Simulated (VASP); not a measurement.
# Si (Fd-3m) in VASP: a series of runs

The runs below take Si through relaxation of cell and atoms, with PBEsol.

All numbers are computed with VASP 6.6.1; they aren't measurements. Logs are shortened: lines on timing, memory, paths and dates and some standing lists are left out, and cuts for length are marked.

### 1 The cell of the first run

Symmetry: Fd-3m, No. 227, cubic system. Conventional cell: a = 4.449 Å, b = 4.449 Å, c = 4.449 Å, α = 90.00°, β = 90.00°, γ = 90.00°. Within 2.6 Å of Si (site symmetry -43m) lie 4 Si at 1.93 Å.

### 2 Relaxation of cell and atoms, PBEsol, target pressure 69 GPa, at which the enthalpy is minimised

The input, INCAR:

```
SYSTEM = Si
PREC = Accurate
ENCUT = 600
EDIFF = 1E-6
ISMEAR = -1
SIGMA = 0.05
LREAL = .False.
LASPH = .True.
NELM = 80
ALGO = Normal
ISIF = 3
LWAVE = .False.
LCHARG = .False.
GGA = PS
IBRION = 2
NSW = 60
EDIFFG = -0.005
PSTRESS = 690.0
```

The input, KPOINTS:

```
Automatic mesh
0
Gamma
  14 14 14
  0 0 0
```

The input, POSCAR:

```
Si
1.0
    0.0000000000      2.2242781533      2.2242781533
    2.2242781533      0.0000000000      2.2242781533
    2.2242781533      2.2242781533      0.0000000000
Si
2
Direct
   -0.1250000000     -0.1250000000     -0.1250000000
    0.1250000000      0.1250000000      0.1250000000
```

Potentials or basis: VASP PAW PBE potentials, release 64 (Si).

Run with:

```console
$ cat potpaw_PBE.64/Si/POTCAR > POTCAR
$ mpirun -np 1 vasp_std > vasp.out
```

OUTCAR:

```text
SYSTEM = Si
   PREC = Accurate
   ENCUT = 600
   EDIFF = 1E-6
   ISMEAR = -1
   LREAL = .False.
   LASPH = .True.
   NELM = 80
   ISIF = 3
   GGA = PS
   IBRION = 2
   NSW = 60
   EDIFFG = -0.005
   PSTRESS = 690.0

 ion  position               nearest neighbor table
   1  0.875  0.875  0.875-   2 1.93   2 1.93   2 1.93   2 1.93
   2  0.125  0.125  0.125-   1 1.93   1 1.93   1 1.93   1 1.93

  LATTYP: Found a face centered cubic cell.
 ALAT       =     4.4485563066

  Lattice vectors:

 A1 = (   0.0000000000,   2.2242781533,   2.2242781533)
 A2 = (   2.2242781533,   0.0000000000,   2.2242781533)
 A3 = (   2.2242781533,   2.2242781533,   0.0000000000)

Analysis of symmetry for initial positions (statically):
=====================================================================
 Subroutine PRICEL returns:
 Original cell was already a primitive cell.

 Routine SETGRP: Setting up the symmetry group for a
 face centered cubic supercell.

 Subroutine GETGRP returns: Found 48 space group operations
 (whereof 12 operations were pure point group operations)
 out of a pool of 48 trial point group operations.

The static configuration has the point symmetry D_3d.
 The point group associated with its full space group is O_h .

Analysis of symmetry for dynamics (positions and initial velocities):
=====================================================================
 Subroutine PRICEL returns:
 Original cell was already a primitive cell.

 Routine SETGRP: Setting up the symmetry group for a
 face centered cubic supercell.

 Subroutine GETGRP returns: Found 48 space group operations
 (whereof 12 operations were pure point group operations)
 out of a pool of 48 trial point group operations.

The dynamic configuration has the point symmetry D_3d.
 The point group associated with its full space group is O_h .

 Subroutine INISYM returns: Found 48 space group operations
 (whereof 12 operations are pure point group operations),
 and found     1 'primitive' translations

----------------------------------------------------------------------------------------

                                     Primitive cell

  volume of cell :      22.0088

  direct lattice vectors                    reciprocal lattice vectors
     0.000000000  2.224278153  2.224278153    -0.224792029  0.224792029  0.224792029
     2.224278153  0.000000000  2.224278153     0.224792029 -0.224792029  0.224792029
     2.224278153  2.224278153  0.000000000     0.224792029  0.224792029 -0.224792029

  length of vectors
     3.145604331  3.145604331  3.145604331     0.389351216  0.389351216  0.389351216

  position of ions in fractional coordinates (direct lattice)
     0.875000000  0.875000000  0.875000000
     0.125000000  0.125000000  0.125000000

  ion indices of the primitive-cell ions
   primitive index   ion index
                 1           1
                 2           2

----------------------------------------------------------------------------------------

 KPOINTS: Automatic mesh

Automatic generation of k-mesh.
 Grid dimensions read from file:
 generate k-points for:   14   14   14

 Generating k-lattice:

  Cartesian coordinates                     Fractional coordinates (reciprocal lattice)
    -0.016056574  0.016056574  0.016056574     0.071428571  0.000000000  0.000000000
     0.016056574 -0.016056574  0.016056574     0.000000000  0.071428571  0.000000000
     0.016056574  0.016056574 -0.016056574     0.000000000  0.000000000  0.071428571

  Length of vectors
     0.027810801  0.027810801  0.027810801

  Shift w.r.t. Gamma in fractional coordinates (k-lattice)
     0.000000000  0.000000000  0.000000000

 Subroutine IBZKPT returns following result:
 ===========================================

 Found    104 irreducible k-points:

 Following reciprocal coordinates:
            Coordinates               Weight
  0.000000  0.000000  0.000000      1.000000
  0.071429  0.000000  0.000000      8.000000
  0.142857  0.000000  0.000000      8.000000
  0.214286  0.000000  0.000000      8.000000
  0.285714  0.000000  0.000000      8.000000
  0.357143  0.000000  0.000000      8.000000
[... 16 lines left out ...]
  0.214286  0.142857  0.000000     24.000000
  0.285714  0.142857  0.000000     24.000000
 [... further k-points ...]
   k-points           NKPTS =    104   k-points in BZ     NKDIM =    104   number of bands    NBANDS=      8
   number of dos      NEDOS =    301   number of ions     NIONS =      2
   total plane-waves  NPLWV =  21952
   dimension x,y,z NGX =    28 NGY =   28 NGZ =   28
   dimension x,y,z NGXF=    56 NGYF=   56 NGZF=   56
   ions per type =               2
   NGX,Y,Z   is equivalent  to a cutoff of  14.80, 14.80, 14.80 a.u.
   NGXF,Y,Z  is equivalent  to a cutoff of  29.60, 29.60, 29.60 a.u.
 SYSTEM =  Si
   PREC   = accura    normal or accurate (medium, high low for compatibility)
   ISTART =      0    job   : 0-new  1-cont  2-samecut
   ICHARG =      2    charge: 1-file 2-atom 10-const
   ISPIN  =      1    spin polarized calculation?
   LNONCOLLINEAR =      F non collinear calculations
   LSORBIT =      F    spin-orbit coupling
   LASPH  =      T    aspherical Exc in radial PAW
   ENCUT  =  600.0 eV  44.10 Ry    6.64 a.u.   6.28  6.28  6.28*2*pi/ulx,y,z
   NELM   =     80;   NELMIN=  2; NELMDL= -5     # of ELM steps
   EDIFF  = 0.1E-05   stopping-criterion for ELM
   LREAL  =      F    real-space projection
   EDIFFG = -.5E-02   stopping-criterion for IOM
   NSW    =     60    number of steps for IOM
   IBRION =      2    ionic relax: 0-MD 1-quasi-New 2-CG
   NFREE  =      1    steps in history (QN), initial steepest desc. (CG)
   ISIF   =      3    stress and relaxation
   ISYM   =      2    0-nonsym 1-usesym 2-fastsym
   POTIM  = 0.5000    time-step for ionic-motion
   TEBEG  =    0.0;   TEEND  =   0.0 temperature during run
   PSTRESS=  690.0 pullay stress
   NELECT =       8.0000    total number of electrons
   NUPDOWN=      -1.0000    fix difference up-down
   EMIN   =  10.00;   EMAX   =-10.00  energy-range for DOS
   EFERMI =   0.00;   METHOD = LEGACY
   ISMEAR =    -1;   SIGMA  =   0.05  broadening in eV -4-tet -1-fermi 0-gaus
   EFERMI_NEDOS =   21; number of points for ismear=-14 and -15
   IALGO  =     38    algorithm
   IMIX   =      4    mixing-type and parameters
     AMIX     =   0.40;   BMIX     =  1.00
     AMIX_MAG =   1.60;   BMIX_MAG =  1.00
  volume/ion in A,a.u.               =      11.00        74.26
  Fermi-wavevector in a.u.,A,eV,Ry     =   1.168348  2.207858 18.572472  1.365038
  Thomas-Fermi vector in A             =   2.304836
   LORBIT       =      0    0 simple, 1 ext, 2 COOP (PROOUT), +10 PAW based schemes
   GGA     = PS    functional components
   LHFCALC =     F    Hartree Fock is set to
   AEXX    =    0.0000 exact exchange contribution
   IVDW    =     0    specifies the selected vdW correction
   LEPSILON=     F    determine dielectric tensor
   LRPA    =     F    only Hartree local field effects (RPA)
 conjugate gradient relaxation of ions
 non-spin polarized calculation
  energy-cutoff  :      600.00
  volume of cell :       22.01
 maximum number of plane-waves:       754
 NGX is ok and might be reduce to    28
   NGX = 13   NGY = 13   NGZ = 13

--------------------------------------- Ionic step        1  -------------------------------------------

 number of electron       8.0000000 magnetization

 Free energy of the ion-electron system (eV)
  ---------------------------------------------------
  ext. energy  EPLUGINS =         0.00000000
  ---------------------------------------------------
  free energy    TOTEN  =        -5.17278305 eV

  energy without entropy =       -5.16979706  energy(sigma->0) =       -5.17129005

 E-fermi :  13.1490     XC(G=0): -12.0483

 val. band max:       13.1483914635   @ k =   0.2143   0.1429   0.0714
 cond. band min:      13.1520895778   @ k =  -0.4286   0.3571   0.0000
 fundamental gap:      0.0036981143
 Fermi energy:        13.1489590640

 k-point     1 :       0.0000    0.0000    0.0000
  band No.  band energies     occupation
      1      -3.5271      2.00000
      2      13.7423      0.00001
      3      13.7423      0.00001
      4      13.7423      0.00001
      5      16.2678      0.00000
      6      16.2678      0.00000
      7      16.2678      0.00000
      8      21.3804      0.00000

 k-point     2 :       0.0714    0.0000    0.0000
  band No.  band energies     occupation
      1      -3.4190      2.00000
      2      12.7804      1.99874
      3      13.5374      0.00084
      4      13.5374      0.00084
      5      16.5726      0.00000
      6      16.5726      0.00000
      7      16.7295      0.00000
      8      21.0450      0.00000

 k-point     3 :       0.1429    0.0000    0.0000
  band No.  band energies     occupation
      1      -3.0959      2.00000
      2      10.9617      2.00000
      3      13.1285      1.20156
      4      13.1285      1.20156
      5      17.1664      0.00000
      6      17.1664      0.00000
      7      17.1990      0.00000
      8      20.4875      0.00000
[... 631 lines left out ...]
 VOLUME and BASIS-vectors are now :
 -----------------------------------------------------------------------------
  energy-cutoff  :      600.00
  volume of cell :       28.32
      direct lattice vectors                 reciprocal lattice vectors
    -0.000000000  2.419401665  2.419401665    -0.206662667  0.206662667  0.206662667
     2.419401665 -0.000000000  2.419401665     0.206662667 -0.206662667  0.206662667
     2.419401665  2.419401665  0.000000000     0.206662667  0.206662667 -0.206662667

 POSITION                                       TOTAL-FORCE (eV/Angst)
 -----------------------------------------------------------------------------------
      4.23395      4.23395      4.23395        -0.000000     -0.000000     -0.000000
      0.60485      0.60485      0.60485         0.000000      0.000000      0.000000
 -----------------------------------------------------------------------------------
    total drift:                               -0.000000     -0.000000     -0.000000

  FREE ENERGIE OF THE ION-ELECTRON SYSTEM (eV)
  ---------------------------------------------------
  free  energy   TOTEN  =        -9.6679801518 eV

  energy  without entropy=       -9.6659347467  energy(sigma->0) =       -9.66695745

  enthalpy is  TOTEN    =         2.5301266001 eV   P V=       12.1981067519

--------------------------------------- Ionic step        5  -------------------------------------------

 number of electron       8.0000000 magnetization

 Free energy of the ion-electron system (eV)
  ---------------------------------------------------
  ext. energy  EPLUGINS =         0.00000000
  ---------------------------------------------------
  free energy    TOTEN  =        -9.54649433 eV

  energy without entropy =       -9.54441386  energy(sigma->0) =       -9.54545410

 E-fermi :   9.8103     XC(G=0): -10.9882

 val. band max:        9.7664529538   @ k =   0.5000   0.4286   0.0000
 cond. band min:       9.8601762382   @ k =   0.3571   0.3571   0.0000
 fundamental gap:      0.0937232844
 Fermi energy:         9.8102651112

 k-point     1 :       0.0000    0.0000    0.0000
  band No.  band energies     occupation
      1      -4.8186      2.00000
      2      10.0320      0.02345
      3      10.0320      0.02345
      4      10.0320      0.02345
      5      12.6105      0.00000
      6      12.6105      0.00000
      7      12.6105      0.00000
      8      17.7830      0.00000

 k-point     2 :       0.0714    0.0000    0.0000
  band No.  band energies     occupation
      1      -4.7287      2.00000
      2       9.2419      1.99998
      3       9.8714      0.45522
      4       9.8714      0.45522
      5      12.8461      0.00000
      6      12.8461      0.00000
      7      12.9117      0.00000
      8      18.0666      0.00000

 k-point     3 :       0.1429    0.0000    0.0000
  band No.  band energies     occupation
      1      -4.4604      2.00000
      2       7.6912      2.00000
      3       9.5293      1.99277
      4       9.5293      1.99277
      5      13.1524      0.00000
      6      13.3368      0.00000
      7      13.3368      0.00000
      8      17.0345      0.00000
[... 244 lines left out ...]
 VOLUME and BASIS-vectors are now :
 -----------------------------------------------------------------------------
  energy-cutoff  :      600.00
  volume of cell :       28.04
      direct lattice vectors                 reciprocal lattice vectors
    -0.000000000  2.411148526  2.411148526    -0.207370054  0.207370054  0.207370054
     2.411148526 -0.000000000  2.411148526     0.207370054 -0.207370054  0.207370054
     2.411148526  2.411148526  0.000000000     0.207370054  0.207370054 -0.207370054

 POSITION                                       TOTAL-FORCE (eV/Angst)
 -----------------------------------------------------------------------------------
      4.21951      4.21951      4.21951        -0.000000     -0.000000     -0.000000
      0.60279      0.60279      0.60279         0.000000      0.000000      0.000000
 -----------------------------------------------------------------------------------
    total drift:                               -0.000000     -0.000000     -0.000000

  FREE ENERGIE OF THE ION-ELECTRON SYSTEM (eV)
  ---------------------------------------------------
  free  energy   TOTEN  =        -9.5464943334 eV

  energy  without entropy=       -9.5444138587  energy(sigma->0) =       -9.54545410

  enthalpy is  TOTEN    =         2.5272060681 eV   P V=       12.0737004015

 reached required accuracy - stopping structural energy minimisation
```

Wall time 2 min (1 thread of Intel Xeon Platinum 8259CL at 2.50GHz (Skylake/Cascade Lake), shared host); peak memory 0.16 GiB.

Results:

```yaml
Free_energy: -9.5465 eV
Relaxed_volume: 14.02 Å³/atom
Relaxed_cell: a = 3.410 Å, b = 3.410 Å, c = 3.410 Å, α = 60.00°, β = 60.00°, γ = 60.00°
Space_group_after_relaxing_to_0.05_Å: Fd-3m (No. 227)
Energy_change_on_relaxing_the_enthalpy_is_what_falls: -2186.9 meV/atom
Ionic_steps: 5
Pressure_after_relaxing: 69.0 GPa
Band_gap_on_the_k_mesh: zero (band 4 reaches 10.03 eV, above the bottom of band 5 at 9.64 eV)
```

Step by step:
```csv
step,energy change (eV),largest force (eV/Å),pressure (GPa),volume (Å³)
1,0.0000,0.0000,180.07,22.01
2,-5.2914,0.0000,-14.72,56.35
3,-5.1239,0.0000,48.38,30.10
4,-4.4952,0.0000,65.77,28.32
5,-4.3737,0.0000,69.02,28.04
```

Final structure:
```
Si
1.0
     0.00000    2.41115    2.41115
     2.41115    0.00000    2.41115
     2.41115    2.41115    0.00000
Si
2
Direct
  0.87500 0.87500 0.87500
  0.12500 0.12500 0.12500
```

Levels at points of the mesh, in eV from the Fermi level:
| k point | band 1 | band 2 | band 3 | band 4 | band 5 | band 6 | band 7 | band 8 |
| --- | --- | --- | --- | --- | --- | --- | --- | --- |
| (0.00, 0.00, 0.00) | -14.63 | 0.22 | 0.22 | 0.22 | 2.80 | 2.80 | 2.80 | 7.97 |
| (0.50, 0.00, 0.00) | -11.21 | -8.89 | -1.28 | -1.28 | 2.95 | 3.10 | 3.10 | 8.09 |
| (0.50, 0.50, 0.00) | -9.02 | -9.02 | -3.70 | -3.70 | -0.13 | -0.13 | 12.34 | 12.34 |

Caveat: the cell is relaxed towards a set pressure, so the enthalpy falls and the energy may rise; the volume moved by over 15 % at a fixed basis, so the end points are rough; the PAW data sets were made with another functional, which shifts forces and pressure a little.

[end of part 1 of 2]
